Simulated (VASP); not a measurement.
Set up this calculation in VASP 6.6.1, as the native input.

```yaml
Task: single point
Functional: PBE
Potentials_or_basis: VASP PAW PBE potentials, release 64 (Ti_sv)
Cutoff: 520 eV
k_mesh: 22 × 22 × 22
Occupations: gaussian, width 0.15 eV
Spin: no spin polarisation
Dipole_correction: no
Further_INCAR_settings: ALGO = Fast; EDIFF = 1e-07; NBANDS = 12
```

The structure of Ti lies in POSCAR:

```
Ti
1.0
   -1.6421268410      1.6421268410      1.7695558839
    1.6421268410     -1.6421268410      1.7695558839
    1.6421268410      1.6421268410     -1.7695558839
Ti
1
Direct
    0.0000000000      0.0000000000      0.0000000000
```

This cell differs from its parent crystal: volume 19.087 Å^3 an atom, c/a of the conventional cell 1.0776.

One way to write it, as run:

INCAR

```
PREC = Accurate
ENCUT = 520
EDIFF = 1E-7
ISMEAR = 0
SIGMA = 0.15
LREAL = F
LASPH = T
NELM = 60
ALGO = Fast
ISIF = 2
LWAVE = F
LCHARG = F
GGA = PE
NBANDS = 12
```

KPOINTS

```
regular mesh
0
Gamma
  22 22 22
```

Potentials or basis: VASP PAW PBE potentials, release 64 (Ti_sv).

Command:

```console
$ cat potpaw_PBE.64/Ti_sv/POTCAR > POTCAR
$ mpirun -np 1 vasp_std > vasp.out
```

Results of the run:

```
Pressure               : -9.0 GPa
Band gap on the k mesh : zero (band 6 reaches 8.02 eV, above the bottom of band 7 at 6.57 eV)
```

It took 3.3 min on 1 thread of Intel(R) Xeon(R) Platinum 8124M CPU @ 3.00GHz (Skylake/Cascade Lake) (shared host), peak memory 0.29 GiB.
